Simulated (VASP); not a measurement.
Ag, 5 atoms in the cell. The cell holds a slab with vacuum, 5 atoms: a = 2.933 Å, b = 2.933 Å, c = 24.296 Å, α = 90.00°, β = 90.00°, γ = 90.00°. 

```yaml
Program: VASP 6.6.1
Task: single point
Functional: PBE
Potentials_or_basis: VASP PAW PBE potentials, release 64 (Ag)
Cutoff: 520 eV
k_mesh: 12 × 12 × 1
Occupations: fermi-dirac, width 0.1 eV
Spin: no spin polarisation
Dipole_correction: yes
k_mesh_for_the_DOS: 18 × 18 × 1
Occupations_for_the_DOS: tetrahedron
Further_INCAR_settings: ALGO = Normal; EDIFF = 1e-06
```

Potentials or basis: VASP PAW PBE potentials, release 64 (Ag).

Run with:

```bash
$ cat potpaw_PBE.64/Ag/POTCAR > POTCAR
$ cp INCAR.step1 INCAR
$ cp KPOINTS.step1 KPOINTS
$ mpirun -np 1 vasp_std > vasp.out
$ cp INCAR.step2 INCAR
$ cp KPOINTS.step2 KPOINTS
$ mpirun -np 1 vasp_std > vasp.out
```

Hardware: 1 thread of Intel(R) Xeon(R) 6975P-C (Granite Rapids) (shared host).

Q: Estimate the wall time of this run.

A: Run time: 4.8 min on 1 thread of Intel(R) Xeon(R) 6975P-C (Granite Rapids) (shared host), peak memory 0.47 GiB. Counts: k points 55.
